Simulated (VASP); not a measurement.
# Bi2Se3 (R-3m) in VASP: further runs, part 2 of 2

VASP 6.6.1. The steps go on from the part before.

## (3) Single point, PBE

This run uses another cell than the first one, of 27.81 Å³/atom.

File INCAR:

```
ALGO = Normal ; EDIFF = 1E-6
ENCUT = 520 ; GGA = PE
ISIF = 2 ; ISMEAR = 0
LASPH = True ; LCHARG = False
LREAL = False ; LWAVE = False
NBANDS = 32 ; NELM = 60
PREC = Accurate ; SIGMA = 0.01
```

File KPOINTS:

```
k-points
0
Gamma
  6 6 6
```

File POSCAR:

```
Bi2Se3
1.0
    2.0575968965      1.1879541195      9.4812687599
   -2.0575968965      1.1879541195      9.4812687599
    0.0000000000     -2.3759082489      9.4812687599
Bi Se
2 3
Direct
    0.4008000000      0.4008000000      0.4008000000
    0.5992000000      0.5992000000      0.5992000000
    0.0000000000      0.0000000000      0.0000000000
    0.2117000000      0.2117000000      0.2117000000
    0.7883000000      0.7883000000      0.7883000000
```

Potentials or basis: VASP PAW PBE potentials, release 64 (Bi_d, Se).

Run with:

```
$ cat potpaw_PBE.64/Bi_d/POTCAR potpaw_PBE.64/Se/POTCAR > POTCAR
$ mpirun -np 1 vasp_std > vasp.out
```

OUTCAR:

```text
EDIFF = 1E-6
   ENCUT = 520
   GGA = PE
   ISIF = 2
   ISMEAR = 0
   LASPH = True
   LREAL = False
   NELM = 60
   PREC = Accurate

 ion  position               nearest neighbor table
   1  0.401  0.401  0.401-   5 2.83   5 2.83   5 2.83   3 3.05   3 3.05   3 3.05
   2  0.599  0.599  0.599-   4 2.83   4 2.83   4 2.83   3 3.05   3 3.05   3 3.05
   3  0.000  0.000  0.000-   2 3.05   2 3.05   1 3.05   1 3.05   2 3.05   1 3.05
   4  0.212  0.212  0.212-   2 2.83   2 2.83   2 2.83
   5  0.788  0.788  0.788-   1 2.83   1 2.83   1 2.83
[... 1045 lines left out ...]
  --------------------------------------------------------------------------------------
  -------------------------------------------------------------------------------------
  Total        3.4477999      3.4477999      3.4680317      0.0000000     -0.0000000      0.0000000
  in kB       39.7260114     39.7260114     39.9591247      0.0000000     -0.0000000      0.0000000
  external PRESSURE =      39.8037158 kB  Pullay stress =       0.0000000 kB

 VOLUME and BASIS-vectors are now :
 -----------------------------------------------------------------------------
  energy-cutoff  :      520.00
  volume of cell :      139.05
      direct lattice vectors                 reciprocal lattice vectors
     2.057596897  1.187954120  9.481268760     0.243001922  0.140297225  0.035157039
    -2.057596897  1.187954120  9.481268760    -0.243001922  0.140297225  0.035157039
     0.000000000 -2.375908249  9.481268760     0.000000000 -0.280594450  0.035157039

 POSITION                                       TOTAL-FORCE (eV/Angst)
 -----------------------------------------------------------------------------------
      0.00000     -0.00000     11.40028         0.000000      0.000000     -0.256303
      0.00000     -0.00000     17.04353         0.000000     -0.000000      0.256303
      0.00000      0.00000      0.00000         0.000000      0.000000     -0.000000
      0.00000     -0.00000      6.02155         0.000000      0.000000     -0.352187
      0.00000     -0.00000     22.42225         0.000000     -0.000000      0.352187
 -----------------------------------------------------------------------------------
    total drift:                                0.000000      0.000000     -0.000000

  FREE ENERGIE OF THE ION-ELECTRON SYSTEM (eV)
  ---------------------------------------------------
  free  energy   TOTEN  =       -20.0980344883 eV

  energy  without entropy=      -20.0980344883  energy(sigma->0) =      -20.09803449
```

OSZICAR:

```text
N       E                     dE             d eps       ncg     rms          rms(c)
DAV:   1     0.472908143400E+03    0.47291E+03   -0.22875E+04  2048   0.157E+03
DAV:   2     0.347521588258E+02   -0.43816E+03   -0.42052E+03  2096   0.416E+02
DAV:   3    -0.186249172436E+02   -0.53377E+02   -0.50881E+02  2744   0.151E+02
DAV:   4    -0.207797701583E+02   -0.21549E+01   -0.21425E+01  2248   0.314E+01
DAV:   5    -0.208591399585E+02   -0.79370E-01   -0.79360E-01  3000   0.637E+00    0.528E+00
DAV:   6    -0.200864741677E+02    0.77267E+00   -0.10319E+00  2824   0.731E+00    0.331E+00
DAV:   7    -0.200899260479E+02   -0.34519E-02   -0.35756E-01  2304   0.251E+00    0.172E+00
DAV:   8    -0.200970511188E+02   -0.71251E-02   -0.45156E-02  2400   0.114E+00    0.577E-01
DAV:   9    -0.200977892775E+02   -0.73816E-03   -0.18771E-03  2656   0.429E-01    0.126E-01
DAV:  10    -0.200979530292E+02   -0.16375E-03   -0.10648E-03  2408   0.167E-01    0.520E-02
DAV:  11    -0.200980047586E+02   -0.51729E-04   -0.12388E-04  2376   0.733E-02    0.289E-02
DAV:  12    -0.200980329768E+02   -0.28218E-04   -0.46374E-05  2264   0.326E-02    0.594E-03
DAV:  13    -0.200980344339E+02   -0.14571E-05   -0.29830E-06  2216   0.148E-02    0.371E-03
DAV:  14    -0.200980344883E+02   -0.54327E-07   -0.63996E-07  1480   0.531E-03
   1 F= -.20098034E+02 E0= -.20098034E+02  d E =-.482871E-31
```

It took 20 min on 1 thread of Intel Xeon 8259CL, shared host; peak memory 0.94 GiB.

What came out:

```yaml
Free_energy: -20.0980 eV
Pressure: 4.0 GPa
Largest_force: 0.352 eV/Å
Band_gap_on_the_k_mesh: 0.20 eV
```

Forces on the atoms (eV/Å):
```
Bi   0.000  0.000 -0.256
Bi   0.000  0.000  0.256
Se   0.000  0.000  0.000
Se   0.000  0.000 -0.352
Se   0.000  0.000  0.352
```

Levels at points of the mesh, in eV from the valence-band top:
| k point | band 21 | band 22 | band 23 | band 24 | band 25 | band 26 | band 27 | band 28 |
| --- | --- | --- | --- | --- | --- | --- | --- | --- |
| (0.00, 0.00, 0.00) | -1.94 | -1.27 | -1.27 | 0.00 | 0.20 | 1.38 | 1.38 | 2.12 |
| (0.50, 0.00, 0.00) | -3.09 | -2.24 | -1.30 | -0.58 | 0.82 | 1.92 | 2.95 | 3.19 |
| (0.50, 0.50, 0.00) | -1.96 | -1.95 | -1.72 | -1.04 | 1.32 | 1.93 | 2.61 | 3.02 |
| (0.50, 0.50, 0.50) | -1.57 | -1.45 | -1.45 | -0.45 | 0.60 | 1.69 | 1.69 | 2.08 |

Caveat: the cell stands under pressure; spin-orbit coupling is left out, which moves the levels of the heavy elements. A k mesh can miss the band edges.

## (4) Single point, PBE

This run uses another cell than the first one, of 28.66 Å³/atom.

File INCAR:

```
SYSTEM = Bi2Se3
PREC = Accurate
ENCUT = 520
EDIFF = 1E-6
ISMEAR = 0
SIGMA = 0.01
LREAL = .FALSE.
LASPH = .TRUE.
NELM = 100
ALGO = Normal
ISIF = 2
LWAVE = .FALSE.
LCHARG = .FALSE.
GGA = PE
NBANDS = 32
```

File KPOINTS:

```
Automatic mesh
0
G
  6 6 6
  0 0 0
```

Changes to POSCAR since step 3:

```diff
@@ -2,5 +2,5 @@
 1.0
-    2.0575968965      1.1879541195      9.4812687599
-   -2.0575968965      1.1879541195      9.4812687599
-    0.0000000000     -2.3759082489      9.4812687599
+    2.0783821104      1.1999544683      9.5770456338
+   -2.0783821104      1.1999544683      9.5770456338
+    0.0000000000     -2.3999089466      9.5770456338
 Bi Se
```

Run with:

```
$ cat potpaw_PBE.64/Bi_d/POTCAR potpaw_PBE.64/Se/POTCAR > POTCAR
$ mpirun -np 1 vasp_std > vasp.out
```

Run time: 21 min. Hardware: 1 thread of Intel Xeon 8259CL, shared host; peak memory 0.95 GiB.

Results (log left out):

```yaml
Free_energy: -20.1762 eV
Pressure: 1.9 GPa
Largest_force: 0.161 eV/Å
Band_gap_on_the_k_mesh: 0.23 eV
```

Forces on the atoms (eV/Å):
```
Bi   0.000  0.000 -0.161
Bi   0.000  0.000  0.161
Se   0.000  0.000  0.000
Se   0.000  0.000 -0.111
Se   0.000  0.000  0.111
```

Levels at points of the mesh, in eV from the valence-band top:
```tsv
k point	band 20	band 21	band 22	band 23	band 24	band 25	band 26	band 27	band 28	band 29
(0.00, 0.00, 0.00)	-1.84	-1.84	-1.18	-1.18	0.00	0.23	1.41	1.41	2.13	2.71
(0.50, 0.00, 0.00)	-2.97	-2.95	-2.11	-1.21	-0.55	0.85	1.93	2.97	3.13	4.13
(0.50, 0.50, 0.00)	-2.54	-1.86	-1.85	-1.60	-0.99	1.35	1.96	2.59	2.98	3.50
(0.50, 0.50, 0.50)	-1.60	-1.54	-1.35	-1.35	-0.44	0.64	1.71	1.71	2.05	2.38
```

Caveat: spin-orbit coupling is left out, which moves the levels of the heavy elements. A k mesh can miss the band edges.

## (5) Summary

| cell | gap on the mesh (eV) | pressure (GPa) | largest force (eV/Å) |
| --- | --- | --- | --- |
| a = 9.674 Å, angles 24.3°, 5 atoms | 0.18 | 6.4 | 0.62 |
| a = 9.774 Å, angles 24.3°, 5 atoms | 0.20 | 4.0 | 0.35 |
| a = 9.873 Å, angles 24.3°, 5 atoms | 0.23 | 1.9 | 0.16 |

Alike in all rows: task single point; level PBE; potentials or basis VASP PAW PBE potentials, release 64 (Bi_d, Se); no spin polarisation; k mesh 6 × 6 × 6; cutoff (eV) 520; smearing gaussian 0.01 eV.

Caveats: spin-orbit coupling is left out, which moves the levels of the heavy elements; the cell stands under pressure (at least some runs).

Total energies depend on the potentials used, so only differences within one code and one set of settings carry meaning.
